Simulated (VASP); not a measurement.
Crystal: KAg.

```
K Ag
1.0
    -2.36673    3.37879    3.60041
     2.36673   -3.37879    3.60041
     2.36673    3.37879   -3.60041
K Ag
2 2
Direct
  0.31080 0.56080 0.75000
  0.68920 0.43920 0.25000
  0.25000 0.00000 0.25000
  0.75000 0.00000 0.75000
```

The cell was generated, and may not be a known phase.

- Program: VASP 6.6.1
- Task: relaxation of cell and atoms
- Functional: PBE
- Potentials or basis: VASP PAW PBE potentials, release 64 (K_sv, Ag_sv_GW)
- Cutoff: 630 eV
- k mesh: 4 × 4 × 4
- Occupations: gaussian, width 0.1 eV
- Spin: no spin polarisation

At the start: pressure 14.1 GPa; volume 28.79 Å³/atom.

Problem. Where does the relaxation end?

Solution. Over 27 steps the energy falls by 1071.7 meV/atom and the volume is 29.97 Å³/atom (+4.1 %); space group Imma (No. 74, to 0.1 Å) before and after.

The path:
```
step  energy change (eV)  largest force (eV/Å)  pressure (GPa)  volume (Å³)
   1              0.0000                1.7461           14.06       115.17
   2             -3.6474                0.3073           -1.29       157.29
   3             -3.6306                0.3533           -0.82       153.57
   4             -3.6464                0.3183           -1.18       156.45
   5             -3.7408                0.3189           -1.06       150.06
   6             -3.8694                0.3200            0.24       131.49
   7             -3.8741                0.3120           -0.18       135.12
   8             -3.8749                0.3137           -0.06       134.01
   9             -3.9009                0.3193            0.11       132.18
  10             -3.9601                0.3284            0.66       126.80
  11             -3.9889                0.3728            2.00       116.42
  12             -3.9977                0.3576            1.97       116.33
  13             -4.0224                0.3238            1.91       116.04
  14             -4.0667                0.2795            1.78       115.48
  15             -4.1313                0.1419            1.63       114.35
  16             -4.0999                0.1787            2.01       112.11
  17             -4.1446                0.0455            1.66       113.58
  18             -4.1896                0.0289            1.06       116.21
  19             -4.2464                0.0195           -0.21       123.39
  20             -4.2485                0.0215           -0.43       124.96
  21             -4.2486                0.0218           -0.48       125.28
  22             -4.2574                0.0212           -0.40       124.28
  23             -4.2764                0.0301           -0.14       121.23
  24             -4.2744                0.0918            0.73       114.97
  25             -4.2828                0.0564            0.22       118.27
  26             -4.2858                0.0466            0.06       119.05
  27             -4.2870                0.0348           -0.10       119.90
```

Final structure:
```
CELL_PARAMETERS angstrom
-2.80610 2.82549 3.78047
2.80610 -2.82549 3.78047
2.80610 2.82549 -3.78047
ATOMIC_POSITIONS crystal
K 0.37593 0.62593 0.75000
K 0.62407 0.37407 0.25000
Ag 0.13226 0.88226 0.25000
Ag 0.86774 0.11774 0.75000
```

Caveat: the k points lie up to 0.35 Å⁻¹ apart in the final cell, too coarse for converged energies and pressures of a metal.
